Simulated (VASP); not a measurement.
# V (P6_3/mmc) in VASP: further runs

The runs below take V through electric field gradients, with PBE.

Program: VASP 6.6.1. These are calculated values, not measurements. Logs are shortened: lines on timing, memory, paths and dates and some standing lists are left out, and cuts for length are marked.

### Step 1. The cell of the first run

It takes space group P6_3/mmc (No. 194, hexagonal). Conventional cell: a = 2.560 Å, b = 2.560 Å, c = 4.593 Å, α = 90.00°, β = 90.00°, γ = 120.00°. V (site symmetry -6m2) has 12 V at 2.56 to 2.73 Å within 3.4 Å.

This isn't the form of V at room conditions, which is bcc.

### Step 2. Electric field gradients, PBE, collinear spin, ferromagnetic start (13.03 Å³/atom)

INCAR

```
SYSTEM = V
PREC = Accurate
ENCUT = 520
EDIFF = 1E-8
ISMEAR = -1
SIGMA = 0.08
LREAL = .False.
LASPH = .True.
NELM = 150
ALGO = Normal
ISIF = 2
LWAVE = .False.
LCHARG = .False.
ISPIN = 2
MAGMOM = 1.5 1.5
LORBIT = 11
LMAXMIX = 4
GGA = PE
LEFG = .True.
NBANDS = 24
```

KPOINTS

```
Automatic mesh
0
Gamma
  18 18 10
  0 0 0
```

POSCAR

```
V
1.0
    2.5596439899      0.0000000000      0.0000000000
   -1.2798219950      2.2167167199      0.0000000000
    0.0000000000      0.0000000000      4.5930195817
V
2
Direct
    0.3333333333      0.6666666667      0.2500000000
    0.6666666667      0.3333333333      0.7500000000
```

Potentials or basis: VASP PAW PBE potentials, release 64 (V_sv).

Command:

```bash
$ cat potpaw_PBE.64/V_sv/POTCAR > POTCAR
$ mpirun -np 1 vasp_std > vasp.out
```

OUTCAR:

```text
SYSTEM = V
   PREC = Accurate
   ENCUT = 520
   EDIFF = 1E-8
   ISMEAR = -1
   LREAL = .False.
   LASPH = .True.
   NELM = 150
   ISIF = 2
   ISPIN = 2
   LORBIT = 11
   GGA = PE

 ion  position               nearest neighbor table
   1  0.333  0.667  0.250-   2 2.73   2 2.73   2 2.73   2 2.73   2 2.73   2 2.73
   2  0.667  0.333  0.750-   1 2.73   1 2.73   1 2.73   1 2.73   1 2.73   1 2.73

  LATTYP: Found a hexagonal cell.
 ALAT       =     2.5596439899
 C/A-ratio  =     1.7943978146

  Lattice vectors:

 A1 = (   2.5596439899,   0.0000000000,   0.0000000000)
 A2 = (  -1.2798219950,   2.2167167199,   0.0000000000)
 A3 = (   0.0000000000,   0.0000000000,   4.5930195817)

Analysis of symmetry for initial positions (statically):
=====================================================================
 Subroutine PRICEL returns:
 Original cell was already a primitive cell.

 Routine SETGRP: Setting up the symmetry group for a
 hexagonal supercell.

 Subroutine GETGRP returns: Found 24 space group operations
 (whereof 12 operations were pure point group operations)
 out of a pool of 24 trial point group operations.

The static configuration has the point symmetry D_3d.
 The point group associated with its full space group is D_6h.

Analysis of symmetry for dynamics (positions and initial velocities):
=====================================================================
 Subroutine PRICEL returns:
 Original cell was already a primitive cell.

 Routine SETGRP: Setting up the symmetry group for a
 hexagonal supercell.

 Subroutine GETGRP returns: Found 24 space group operations
 (whereof 12 operations were pure point group operations)
 out of a pool of 24 trial point group operations.

The dynamic configuration has the point symmetry D_3d.
 The point group associated with its full space group is D_6h.

Analysis of structural, dynamic, and magnetic symmetry:
=====================================================================
 Subroutine PRICEL returns:
 Original cell was already a primitive cell.

 Routine SETGRP: Setting up the symmetry group for a
 hexagonal supercell.

 Subroutine GETGRP returns: Found 24 space group operations
 (whereof 12 operations were pure point group operations)
 out of a pool of 24 trial point group operations.
[... 162 lines left out ...]
  band No.  band energies     occupation
      1     -53.4794      1.00000
      2     -53.3343      1.00000
      3     -27.6461      1.00000
      4     -26.8446      1.00000
      5     -26.7273      1.00000
      6     -26.7273      1.00000
[... 637 lines left out ...]
     23      24.5540      0.00000
     24      24.5567      0.00000

 [... further k-points ...]

 spin component 2

 k-point     1 :       0.0000    0.0000    0.0000
  band No.  band energies     occupation
      1     -53.4794      1.00000
      2     -53.3343      1.00000
      3     -27.6461      1.00000
      4     -26.8447      1.00000
      5     -26.7274      1.00000
      6     -26.7274      1.00000
[... 637 lines left out ...]
     23      24.5540      0.00000
     24      24.5567      0.00000

 [... further k-points ...]
[... 5 lines left out ...]
  --------------------------------------------------------------------------------------
  -------------------------------------------------------------------------------------
  Total        1.9795119      1.9795119      1.9817926     -0.0000000      0.0000000      0.0000000
  in kB      121.6972136    121.6972136    121.8374270     -0.0000000      0.0000000      0.0000000
  external PRESSURE =     121.7439514 kB  Pullay stress =       0.0000000 kB

 VOLUME and BASIS-vectors are now :
 -----------------------------------------------------------------------------
  energy-cutoff  :      520.00
  volume of cell :       26.06
      direct lattice vectors                 reciprocal lattice vectors
     2.559643990  0.000000000  0.000000000     0.390679330  0.225558817  0.000000000
    -1.279821995  2.216716720  0.000000000     0.000000000  0.451117633  0.000000000
     0.000000000  0.000000000  4.593019582     0.000000000  0.000000000  0.217721693

 POSITION                                       TOTAL-FORCE (eV/Angst)
 -----------------------------------------------------------------------------------
     -0.00000      1.47781      1.14825        -0.000000     -0.000000      0.000000
      1.27982      0.73891      3.44476         0.000000      0.000000      0.000000
 -----------------------------------------------------------------------------------
    total drift:                               -0.000000      0.000000     -0.000000

  FREE ENERGIE OF THE ION-ELECTRON SYSTEM (eV)
  ---------------------------------------------------
  free  energy   TOTEN  =       -17.4543196909 eV

  energy  without entropy=      -17.3853358437  energy(sigma->0) =      -17.41982777

 Electric field gradients (V/A^2)
---------------------------------------------------------------------
 ion       V_xx      V_yy      V_zz      V_xy      V_xz      V_yz
---------------------------------------------------------------------
   1       6.318     6.318   -12.636    -0.000     0.000    -0.000
   2       6.318     6.318   -12.636    -0.000    -0.000     0.000
---------------------------------------------------------------------

 Electric field gradients after diagonalization (V/A^2)
 (convention: |V_zz| > |V_xx| > |V_yy|)
----------------------------------------------------------------------
 ion       V_xx      V_yy      V_zz     asymmetry (V_yy - V_xx)/ V_zz
----------------------------------------------------------------------
   1       6.318     6.318   -12.636       0.000
   2       6.318     6.318   -12.636       0.000
----------------------------------------------------------------------

           NMR quadrupolar parameters

 Cq : quadrupolar parameter    Cq=e*Q*V_zz/h
 eta: asymmetry parameters     (V_yy - V_xx)/ V_zz
 Q  : nuclear electric quadrupole moment in mb (millibarn)
----------------------------------------------------------------------
 ion       Cq(MHz)       eta       Q (mb)
----------------------------------------------------------------------
   1      -0.031       0.000       1.000
   2      -0.031       0.000       1.000
----------------------------------------------------------------------

 total charge

# of ion       s       p       d       tot
------------------------------------------
    1        2.361   6.231   3.140  11.733
    2        2.361   6.231   3.140  11.733
--------------------------------------------------
tot          4.723  12.462   6.280  23.465

 magnetization (x)

# of ion       s       p       d       tot
------------------------------------------
    1       -0.000  -0.000  -0.000  -0.000
    2       -0.000  -0.000  -0.000  -0.000
--------------------------------------------------
tot         -0.000  -0.000  -0.000  -0.000
```

stdout:

```text
POSCAR found type information on POSCAR V
 POSCAR found :  1 types and       2 ions
 scaLAPACK will be used
 LDA part: xc-table for (Slater+PW92), standard interpolation
 POSCAR, INCAR and KPOINTS ok, starting setup
 FFT: planning ... GRIDC
 FFT: planning ... GRID_SOFT
 FFT: planning ... GRID
 WAVECAR not read
 entering main loop
ion   1

ion   2
```

Wall time 8 min (1 thread of Intel Xeon 8259CL, shared host); peak memory 0.29 GiB.

What came out:

```
Free energy                                           : -17.4543 eV
Pressure                                              : 12.2 GPa
Band gap on the k mesh                                : zero (filled and empty bands overlap)
Net moment                                            : 0.00 μB per cell
Largest electric field gradient by atom               : V -12.6 V/Å²
Valence electrons inside the program's atomic spheres : V 11.73
```

Levels at points of the mesh, in eV from the Fermi level:
Spin up:
```csv
k point,band 10,band 11,band 12,band 13,band 14,band 15,band 16,band 17
"(0.00, 0.00, 0.00)",-3.59,-0.58,-0.04,0.31,0.31,0.67,0.67,1.91
"(0.50, 0.00, 0.00)",-3.00,-2.95,-0.36,-0.16,0.35,0.58,3.22,3.74
"(0.00, 0.00, 0.50)",-5.14,-1.06,-1.06,0.35,0.35,0.35,0.35,2.68
"(0.50, 0.00, 0.50)",-3.49,-1.94,-1.94,1.73,1.73,1.78,1.78,3.82
```
Spin down:
| k point | band 11 | band 12 | band 13 | band 14 | band 15 | band 16 |
| --- | --- | --- | --- | --- | --- | --- |
| (0.00, 0.00, 0.00) | -0.58 | -0.04 | 0.31 | 0.31 | 0.67 | 0.67 |
| (0.50, 0.00, 0.00) | -2.95 | -0.36 | -0.16 | 0.35 | 0.58 | 3.22 |
| (0.00, 0.00, 0.50) | -1.06 | -1.06 | 0.35 | 0.35 | 0.35 | 0.35 |
| (0.50, 0.00, 0.50) | -1.94 | -1.94 | 1.73 | 1.73 | 1.78 | 1.78 |

Electric field gradients, principal values (V/Å²):
```csv
atom,least,middle,greatest (by size)
1 V,6.318,6.318,-12.636
2 V,6.318,6.318,-12.636
```

Caveat: the cell stands under pressure; the moments typed at the start vanished in this run; without QUAD_EFG the Cq values of the log hold for a quadrupole moment of 1 mb, not for the nuclei.

### Step 3. Electric field gradients, PBE, collinear spin, ferromagnetic start

This run uses another cell than the first one, of 13.85 Å³/atom.

INCAR

```
SYSTEM = V
PREC = Accurate ; ENCUT = 520
EDIFF = 1E-8 ; ISMEAR = -1
SIGMA = 0.08 ; LREAL = .False.
LASPH = .True. ; NELM = 150
ALGO = Normal ; ISIF = 2
LWAVE = .False. ; LCHARG = .False.
ISPIN = 2 ; MAGMOM = 1.5 1.5
LORBIT = 11 ; LMAXMIX = 4
GGA = PE ; LEFG = .True.
NBANDS = 24
```

KPOINTS

```
regular mesh
0
Gamma
  18 18 10
  0 0 0
```

POSCAR

```
V
1.0
    2.6125220544      0.0000000000      0.0000000000
   -1.3062610272      2.2625104670      0.0000000000
    0.0000000000      0.0000000000      4.6879038651
V
2
Direct
    0.3333333333      0.6666666667      0.2500000000
    0.6666666667      0.3333333333      0.7500000000
```

Potentials or basis: VASP PAW PBE potentials, release 64 (V_sv).

Command:

```bash
$ cat potpaw_PBE.64/V_sv/POTCAR > POTCAR
$ mpirun -np 1 vasp_std > vasp.out
```

OUTCAR:

```text
SYSTEM = V
   PREC = Accurate
   ENCUT = 520
   EDIFF = 1E-8
   ISMEAR = -1
   LREAL = .False.
   LASPH = .True.
   NELM = 150
   ISIF = 2
   ISPIN = 2
   LORBIT = 11
   GGA = PE

 ion  position               nearest neighbor table
   1  0.333  0.667  0.250-   2 2.79   2 2.79   2 2.79   2 2.79   2 2.79   2 2.79
   2  0.667  0.333  0.750-   1 2.79   1 2.79   1 2.79   1 2.79   1 2.79   1 2.79

  LATTYP: Found a hexagonal cell.
 ALAT       =     2.6125220544
 C/A-ratio  =     1.7943978146

  Lattice vectors:

 A1 = (   2.6125220544,   0.0000000000,   0.0000000000)
[... 1544 lines left out ...]

 Electric field gradients after diagonalization (V/A^2)
 (convention: |V_zz| > |V_xx| > |V_yy|)
----------------------------------------------------------------------
 ion       V_xx      V_yy      V_zz     asymmetry (V_yy - V_xx)/ V_zz
----------------------------------------------------------------------
   1       4.074     4.067    -8.141       0.001
   2       4.074     4.067    -8.141       0.001
----------------------------------------------------------------------

           NMR quadrupolar parameters

 Cq : quadrupolar parameter    Cq=e*Q*V_zz/h
 eta: asymmetry parameters     (V_yy - V_xx)/ V_zz
 Q  : nuclear electric quadrupole moment in mb (millibarn)
----------------------------------------------------------------------
 ion       Cq(MHz)       eta       Q (mb)
----------------------------------------------------------------------
   1      -0.020       0.001       1.000
   2      -0.020       0.001       1.000
----------------------------------------------------------------------

 total charge

# of ion       s       p       d       tot
------------------------------------------
    1        2.343   6.211   3.071  11.625
    2        2.343   6.211   3.071  11.625
--------------------------------------------------
tot          4.686  12.422   6.143  23.251

 magnetization (x)

# of ion       s       p       d       tot
------------------------------------------
    1        0.000   0.000   0.000   0.000
    2        0.000   0.000   0.000   0.000
--------------------------------------------------
tot          0.000   0.000   0.000   0.000
```

stdout:

```text
POSCAR found type information on POSCAR V
 POSCAR found :  1 types and       2 ions
 scaLAPACK will be used
 LDA part: xc-table for (Slater+PW92), standard interpolation
 POSCAR, INCAR and KPOINTS ok, starting setup
 FFT: planning ... GRIDC
 FFT: planning ... GRID_SOFT
 FFT: planning ... GRID
 WAVECAR not read
 entering main loop
ion   1

ion   2
```

It took 15 min on 1 thread of Intel Xeon 8259CL, shared host; peak memory 0.27 GiB.

Results:

```yaml
Free_energy: -17.5158 eV
Pressure: 0.2 GPa
Band_gap_on_the_k_mesh: zero (filled and empty bands overlap)
Net_moment: 0.00 μB per cell
Largest_electric_field_gradient_by_atom: V -8.1 V/Å²
Valence_electrons_inside_the_program's_atomic_spheres: V 11.62
```

Electric field gradients, principal values (V/Å²):
| atom | least | middle | greatest (by size) |
| --- | --- | --- | --- |
| 1 V | 4.067 | 4.074 | -8.141 |
| 2 V | 4.067 | 4.074 | -8.141 |

Caveat: the moments typed at the start vanished in this run; without QUAD_EFG the Cq values of the log hold for a quadrupole moment of 1 mb, not for the nuclei.
